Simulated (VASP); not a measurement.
# Ge5As (P6/mmm) in VASP: a series of runs

Runs on Ge5As. Level: PBE. Tasks: single point.

Everything below comes from runs of VASP 6.6.1. Logs are shortened: lines on timing, memory, paths and dates and some standing lists are left out, and cuts for length are marked.

## 1. The cell of the first run

The structure is hexagonal, space group P6/mmm (No. 191). The conventional cell has a = 5.933 Å, b = 5.933 Å, c = 4.831 Å, α = 90.00°, β = 90.00°, γ = 120.00°. Ge (site symmetry -6m2) has 3 Ge at 1.71 Å within 2.3 Å. Within 2.3 Å of Ge (site symmetry mmm) lie 2 Ge at 1.71 Å. As (site symmetry 6/mmm) has 12 Ge at 2.97 to 3.43 Å within 3.9 Å.

## 2. Single point, PBE

The input, INCAR:

```
SYSTEM = Ge5As
ALGO     = Normal         ! electronic algorithm
EDIFF    = 1E-7           ! SCF threshold, eV
ENCUT    = 520            ! plane-wave cutoff, eV
GGA      = PE             ! functional
ISIF     = 2              ! what is computed and relaxed
ISMEAR   = 0              ! smearing method
LASPH    = .True.         ! aspherical terms in the spheres
LCHARG   = .True.         ! write CHGCAR
LELF     = .True.         ! ELF
LREAL    = .False.        ! projectors in reciprocal space
LVHAR    = .True.       
LWAVE    = .False.        ! write WAVECAR
NBANDS   = 46             ! bands
NELM     = 80             ! most SCF steps
PREC     = Accurate       ! precision mode
SIGMA    = 0.1            ! smearing width, eV
```

The input, KPOINTS:

```
k-points
0
Gamma
  3 3 4
  0 0 0
```

The input, POSCAR:

```
Ge5As
1.0
    5.9325974100      0.0000000000      0.0000000000
   -2.9662987100      5.1377800700      0.0000000000
    0.0000000000      0.0000000000      4.8305562100
Ge As
5 1
Direct
    0.3333333300      0.6666666700      0.5000000000
    0.6666666700      0.3333333300      0.5000000000
    0.5000000000      0.0000000000      0.5000000000
    0.0000000000      0.5000000000      0.5000000000
    0.5000000000      0.5000000000      0.5000000000
    0.0000000000      0.0000000000      0.5000000000
```

Potentials or basis: VASP PAW PBE potentials, release 64 (Ge_d, As).

On the command line:

```sh
> cat potpaw_PBE.64/Ge_d/POTCAR potpaw_PBE.64/As/POTCAR > POTCAR
> mpirun -np 1 vasp_std > vasp.out
```

OUTCAR:

```text
SYSTEM = Ge5As
   EDIFF = 1E-7
   ENCUT = 520
   GGA = PE
   ISIF = 2
   ISMEAR = 0
   LASPH = .True.
   LREAL = .False.
   NELM = 80
   PREC = Accurate

 ion  position               nearest neighbor table
   1  0.333  0.667  0.500-   4 1.71   3 1.71   5 1.71
   2  0.667  0.333  0.500-   4 1.71   3 1.71   5 1.71
   3  0.500  0.000  0.500-   1 1.71   2 1.71
   4  0.000  0.500  0.500-   1 1.71   2 1.71
   5  0.500  0.500  0.500-   1 1.71   2 1.71
   6  0.000  0.000  0.500-

  LATTYP: Found a hexagonal cell.
 ALAT       =     5.9325974100
 C/A-ratio  =     0.8142396789

  Lattice vectors:

 A1 = (   5.9325974100,   0.0000000000,   0.0000000000)
 A2 = (  -2.9662987100,   5.1377800700,   0.0000000000)
 A3 = (   0.0000000000,   0.0000000000,   4.8305562100)

Analysis of symmetry for initial positions (statically):
=====================================================================
 Subroutine PRICEL returns:
 Original cell was already a primitive cell.

 Routine SETGRP: Setting up the symmetry group for a
 hexagonal supercell.

 Subroutine GETGRP returns: Found 24 space group operations
 (whereof 24 operations were pure point group operations)
 out of a pool of 24 trial point group operations.

The static configuration has the point symmetry D_6h.

Analysis of symmetry for dynamics (positions and initial velocities):
=====================================================================
 Subroutine PRICEL returns:
 Original cell was already a primitive cell.

 Routine SETGRP: Setting up the symmetry group for a
 hexagonal supercell.

 Subroutine GETGRP returns: Found 24 space group operations
 (whereof 24 operations were pure point group operations)
 out of a pool of 24 trial point group operations.

The dynamic configuration has the point symmetry D_6h.

 Subroutine INISYM returns: Found 24 space group operations
 (whereof 24 operations are pure point group operations),
 and found     1 'primitive' translations

----------------------------------------------------------------------------------------

                                     Primitive cell

[... 78 lines left out ...]
   LSORBIT =      F    spin-orbit coupling
   LASPH  =      T    aspherical Exc in radial PAW
   ENCUT  =  520.0 eV  38.22 Ry    6.18 a.u.  11.03 11.03  8.98*2*pi/ulx,y,z
   NELM   =     80;   NELMIN=  2; NELMDL= -5     # of ELM steps
   EDIFF  = 0.1E-06   stopping-criterion for ELM
   LREAL  =      F    real-space projection
   EDIFFG = 0.1E-05   stopping-criterion for IOM
   NSW    =      0    number of steps for IOM
   IBRION =     -1    ionic relax: 0-MD 1-quasi-New 2-CG
   NFREE  =      0    steps in history (QN), initial steepest desc. (CG)
   ISIF   =      2    stress and relaxation
   ISYM   =      2    0-nonsym 1-usesym 2-fastsym
   POTIM  = 0.5000    time-step for ionic-motion
   TEBEG  =    0.0;   TEEND  =   0.0 temperature during run
   PSTRESS=    0.0 pullay stress
   NELECT =      75.0000    total number of electrons
   NUPDOWN=      -1.0000    fix difference up-down
   EMIN   =  10.00;   EMAX   =-10.00  energy-range for DOS
   EFERMI =   0.00;   METHOD = LEGACY
   ISMEAR =     0;   SIGMA  =   0.10  broadening in eV -4-tet -1-fermi 0-gaus
   EFERMI_NEDOS =   21; number of points for ismear=-14 and -15
   IALGO  =     38    algorithm
   IMIX   =      4    mixing-type and parameters
     AMIX     =   0.40;   BMIX     =  1.00
     AMIX_MAG =   1.60;   BMIX_MAG =  1.00
  volume/ion in A,a.u.               =      24.54       165.60
  Fermi-wavevector in a.u.,A,eV,Ry     =   1.307443  2.470709 23.257895  1.709407
  Thomas-Fermi vector in A             =   2.438177
   LORBIT       =      0    0 simple, 1 ext, 2 COOP (PROOUT), +10 PAW based schemes
   GGA     = PE    functional components
   LHFCALC =     F    Hartree Fock is set to
   AEXX    =    0.0000 exact exchange contribution
   IVDW    =     0    specifies the selected vdW correction
   LEPSILON=     F    determine dielectric tensor
   LRPA    =     F    only Hartree local field effects (RPA)
 non-spin polarized calculation
 Gauss-broadening in eV      SIGMA  =   0.10
  energy-cutoff  :      520.00
  volume of cell :      147.24
 maximum number of plane-waves:      3980
 NGX is ok and might be reduce to    48
   NGX = 23   NGY = 23   NGZ = 17

 number of electron      74.9999926 magnetization

 Free energy of the ion-electron system (eV)
  ---------------------------------------------------
  ext. energy  EPLUGINS =         0.00000000
  ---------------------------------------------------
  free energy    TOTEN  =        13.23740350 eV

  energy without entropy =       13.26097700  energy(sigma->0) =       13.24919025

 E-fermi :   3.6844     XC(G=0):  -8.7800

 val. band max:        3.6289442954   @ k =   0.3333   0.0000   0.2500
 cond. band min:       3.7269702611   @ k =   0.0000   0.0000   0.2500
 fundamental gap:      0.0980259658
 Fermi energy:         3.6843829729

 k-point     1 :       0.0000    0.0000    0.0000
  band No.  band energies     occupation
      1     -25.0949      2.00000
      2     -25.0949      2.00000
      3     -24.6418      2.00000
      4     -23.7036      2.00000
      5     -23.7036      2.00000
      6     -23.5030      2.00000
[... 430 lines left out ...]
     45      11.2118      0.00000
     46      11.4919      0.00000

------------------------ aborting loop because EDIFF is reached ----------------------------------------

  FORCE on cell =-STRESS in cart. coord.  units (eV):
  Direction    XX          YY          ZZ          XY          YZ          ZX
  --------------------------------------------------------------------------------------
  -------------------------------------------------------------------------------------
  Total      149.5598464    149.5598466     -1.6734930     -0.0000001     -0.0000000      0.0000000
  in kB     1627.4515389   1627.4515405    -18.2102939     -0.0000016     -0.0000000      0.0000000
  external PRESSURE =    1078.8975952 kB  Pullay stress =       0.0000000 kB

 VOLUME and BASIS-vectors are now :
 -----------------------------------------------------------------------------
  energy-cutoff  :      520.00
  volume of cell :      147.24
      direct lattice vectors                 reciprocal lattice vectors
     5.932597410  0.000000000  0.000000000     0.168560233  0.097318296  0.000000000
    -2.966298710  5.137780070  0.000000000     0.000000000  0.194636591  0.000000000
     0.000000000  0.000000000  4.830556210     0.000000000  0.000000000  0.207015498

 POSITION                                       TOTAL-FORCE (eV/Angst)
 -----------------------------------------------------------------------------------
     -0.00000      3.42519      2.41528        -0.000000     -0.000000      0.000000
      2.96630      1.71259      2.41528         0.000000      0.000000      0.000000
      2.96630      0.00000      2.41528        -0.000000      0.000000      0.000000
     -1.48315      2.56889      2.41528        -0.000000      0.000000      0.000000
      1.48315      2.56889      2.41528        -0.000000      0.000000      0.000000
      0.00000      0.00000      2.41528        -0.000000      0.000000      0.000000
 -----------------------------------------------------------------------------------
    total drift:                               -0.000000      0.000000     -0.000000

  FREE ENERGIE OF THE ION-ELECTRON SYSTEM (eV)
  ---------------------------------------------------
  free  energy   TOTEN  =        13.2374035012 eV

  energy  without entropy=       13.2609769985  energy(sigma->0) =       13.24919025
```

OSZICAR:

```text
N       E                     dE             d eps       ncg     rms          rms(c)
DAV:   1     0.942169950019E+03    0.94217E+03   -0.37740E+04   994   0.424E+03
DAV:   2     0.192807468677E+03   -0.74936E+03   -0.72545E+03   828   0.104E+03
DAV:   3     0.241297609784E+02   -0.16868E+03   -0.16469E+03   908   0.261E+02
DAV:   4     0.105972105758E+02   -0.13533E+02   -0.13422E+02   932   0.892E+01
DAV:   5     0.101380146499E+02   -0.45920E+00   -0.45885E+00   980   0.177E+01    0.129E+01
DAV:   6     0.121990648237E+02    0.20611E+01   -0.84109E+00  1100   0.363E+01    0.754E+00
DAV:   7     0.129263764022E+02    0.72731E+00   -0.18878E+00  1230   0.131E+01    0.469E+00
DAV:   8     0.132428447192E+02    0.31647E+00   -0.92170E-01  1116   0.698E+00    0.869E-01
DAV:   9     0.132404952536E+02   -0.23495E-02   -0.12822E-01  1098   0.656E+00    0.482E-01
DAV:  10     0.132382063074E+02   -0.22889E-02   -0.27614E-02   966   0.149E+00    0.192E-01
DAV:  11     0.132377304480E+02   -0.47586E-03   -0.55155E-03  1026   0.175E+00    0.982E-02
DAV:  12     0.132374521813E+02   -0.27827E-03   -0.10552E-03   912   0.113E+00    0.287E-02
DAV:  13     0.132374125820E+02   -0.39599E-04   -0.34359E-04  1034   0.179E-01    0.179E-02
DAV:  14     0.132374026515E+02   -0.99305E-05   -0.50153E-05  1110   0.100E-01    0.858E-03
DAV:  15     0.132374033668E+02    0.71522E-06   -0.18039E-05   958   0.441E-02    0.409E-03
DAV:  16     0.132374034662E+02    0.99433E-07   -0.23655E-06  1152   0.629E-02    0.270E-03
DAV:  17     0.132374035012E+02    0.34976E-07   -0.80039E-07  1024   0.160E-02
   1 F= 0.13237404E+02 E0= 0.13249190E+02  d E =-.235735E-01
```

Wall time 65 s (1 thread of Intel Xeon Platinum 8488C (Sapphire Rapids), shared host); peak memory 0.28 GiB.

What came out:

```
Free energy : 13.2374 eV
Pressure    : 107.9 GPa
```

Caveat: the k points lie up to 0.41 Å⁻¹ apart.

## 3. Single point, PBE

This run uses another cell than the first one, of 29.92 Å³/atom, 1.219 times its volume.

The input, INCAR:

```
SYSTEM = Ge5As
PREC = Accurate
ENCUT = 520
EDIFF = 1E-6
ISMEAR = 0
SIGMA = 0.1
LREAL = .FALSE.
LASPH = .TRUE.
NELM = 100
ALGO = Normal
ISIF = 2
LWAVE = .FALSE.
LCHARG = .FALSE.
GGA = PE
NBANDS = 46
```

The input, KPOINTS:

```
regular mesh
0
G
  3 3 4
  0 0 0
```

The input, POSCAR:

```
Ge5As
1.0
    9.1982377504      0.0000000045      0.0000000000
   -4.5991188791      7.9659075596      0.0000000000
    0.0000000000      0.0000000000      2.4497165439
Ge As
5 1
Direct
    0.3333333333      0.6666666667      0.5000000000
    0.6666666667      0.3333333333      0.5000000000
    0.5000000000      0.0000000000      0.5000000000
    0.0000000000      0.5000000000      0.5000000000
    0.5000000000      0.5000000000      0.5000000000
    0.0000000000      0.0000000000      0.5000000000
```

Potentials or basis: VASP PAW PBE potentials, release 64 (Ge_d, As).

On the command line:

```sh
> cat potpaw_PBE.64/Ge_d/POTCAR potpaw_PBE.64/As/POTCAR > POTCAR
> mpirun -np 1 vasp_std > vasp.out
```

It took 57 s on 1 thread of Intel Xeon Platinum 8488C (Sapphire Rapids), shared host; peak memory 0.3 GiB.

Results (log left out):

| Item | Value |
| --- | --- |
| Free energy | -24.0337 eV |
| Pressure | 0.0 GPa |

Levels at points of the mesh, in eV from the Fermi level:
```tsv
k point	band 36	band 37	band 38	band 39	band 40	band 41
(0.00, 0.00, 0.00)	-1.08	-1.08	-0.91	-0.40	-0.40	1.37
(0.00, 0.00, 0.50)	-1.62	-0.99	-0.34	-0.34	2.04	2.04
```

Caveat: the k points lie up to 0.64 Å⁻¹ apart.

## 4. Single point, PBE

This run uses another cell than the first one, of 29.53 Å³/atom, 1.204 times its volume.

The input, INCAR:

```
ALGO     = Normal         # electronic algorithm
EDIFF    = 1E-7           # SCF threshold, eV
ENCUT    = 520            # plane-wave cutoff, eV
GGA      = PE             # functional
ISIF     = 2              # what is computed and relaxed
ISMEAR   = 0              # smearing method
LASPH    = T              # aspherical terms in the spheres
LCHARG   = F              # write CHGCAR
LREAL    = F              # projectors in reciprocal space
LWAVE    = F              # write WAVECAR
NBANDS   = 46             # bands
NELM     = 100            # most SCF steps
PREC     = Accurate       # precision mode
SIGMA    = 0.1            # smearing width, eV
```

The input, KPOINTS:

```
k-points
0
Gamma
  3 3 8
```

Changes to POSCAR since step 3:

```diff
@@ -2,5 +2,5 @@
 1.0
-    9.1982377504      0.0000000045      0.0000000000
-   -4.5991188791      7.9659075596      0.0000000000
-    0.0000000000      0.0000000000      2.4497165439
+    8.9636209526      0.0000000000      0.0000000000
+   -4.4818104763      7.7627234549      0.0000000000
+    0.0000000000      0.0000000000      2.5467189270
 Ge As
```

On the command line:

```sh
> cat potpaw_PBE.64/Ge_d/POTCAR potpaw_PBE.64/As/POTCAR > POTCAR
> mpirun -np 1 vasp_std > vasp.out
```

It took 92 s on 1 thread of Intel Xeon Platinum 8488C (Sapphire Rapids), shared host; peak memory 0.34 GiB.

The run converged. Its results:

- Free energy: -23.4494 eV
- Pressure: -0.1 GPa

Stress tensor (GPa, compression positive):
```
-0.27  0.00  0.00
 0.00 -0.27  0.00
 0.00  0.00  0.31
```

Levels at points of the mesh, in eV from the Fermi level:
| k point | band 35 | band 36 | band 37 | band 38 | band 39 | band 40 | band 41 | band 42 |
| --- | --- | --- | --- | --- | --- | --- | --- | --- |
| (0.00, 0.00, 0.00) | -2.25 | -0.60 | -0.60 | -0.35 | 0.33 | 0.33 | 2.46 | 3.69 |
| (0.00, 0.00, 0.50) | -3.09 | -0.79 | -0.67 | -0.58 | -0.58 | 1.57 | 1.57 | 3.23 |

## 5. Summary

| cell | k mesh | gap on the mesh (eV) | pressure (GPa) |
| --- | --- | --- | --- |
| a = 5.933, b = 5.933, c = 4.831 Å, angles 90.0, 90.0, 120.0°, 6 atoms | 3 × 3 × 4 | none | 107.9 |
| a = 9.198, b = 9.198, c = 2.450 Å, angles 90.0, 90.0, 120.0°, 6 atoms | 3 × 3 × 4 | none | 0.0 |
| a = 8.964, b = 8.964, c = 2.547 Å, angles 90.0, 90.0, 120.0°, 6 atoms | 3 × 3 × 8 | none | -0.1 |

Alike in all rows: task single point; level PBE; potentials or basis VASP PAW PBE potentials, release 64 (Ge_d, As); no spin polarisation; cutoff (eV) 520; smearing gaussian 0.1 eV.

Caveats: some runs use coarse meshes.

Absolute energies hang on the potentials; compare differences alone.
